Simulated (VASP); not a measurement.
## F: single point with PBEsol

The system is F.

```
CELL_PARAMETERS angstrom
3.19028 -1.69226 -0.24606
3.19028 1.69226 -0.24606
-2.44114 0.00000 6.79457
ATOMIC_POSITIONS crystal
F 0.08485 0.08485 0.09400
F 0.91515 0.91515 0.90600
F 0.50157 0.50157 0.59372
F 0.49843 0.49843 0.40628
```

```json
{"Program": "VASP 6.6.1", "Task": "single point", "Functional": "PBEsol", "Potentials or basis": "VASP PAW PBE potentials, release 64 (F)", "Cutoff": "520 eV", "k mesh": "4 × 4 × 2", "Occupations": "gaussian, width 0.05 eV", "Spin": "no spin polarisation"}
```

```yaml
Pressure: 5.7 GPa
Largest_force: 2.987 eV/Å
Band_gap_on_the_k_mesh: 3.70 eV, indirect (least direct gap 3.82 eV)
```

Forces on the atoms (eV/Å):
```
F    1.388  0.000  2.623
F   -1.388  0.000 -2.623
F   -0.976  0.000  2.823
F    0.976  0.000 -2.823
```

Stress tensor (GPa, compression positive):
```
 2.47  0.00  1.02
 0.00 -0.44  0.00
 1.02  0.00 15.07
```

Levels at points of the mesh, in eV from the valence-band top:
```
           k point  band 12  band 13  band 14  band 15  band 16  band 17
(0.00, 0.00, 0.00)    -0.19    -0.17    -0.12     3.70     4.52     8.47
(0.50, 0.00, 0.00)    -0.39    -0.34    -0.24     4.16     4.23    12.51
(0.50, 0.50, 0.00)    -0.30    -0.22     0.00     4.11     4.19    12.56
(0.00, 0.00, 0.50)    -0.27    -0.18    -0.12     4.03     4.09     9.42
(0.50, 0.00, 0.50)    -0.43    -0.25    -0.09     3.99     4.38    12.46
(0.50, 0.50, 0.50)    -0.30    -0.18    -0.12     4.13     4.21    12.08
```

Run time: 47 s on 1 thread of AMD EPYC 7R13, with other jobs on the host, peak memory 0.15 GiB.

Caveat: the k points lie up to 0.54 Å⁻¹ apart; the PAW data sets were made with another functional, which shifts forces and pressure a little. A k mesh can miss the band edges.
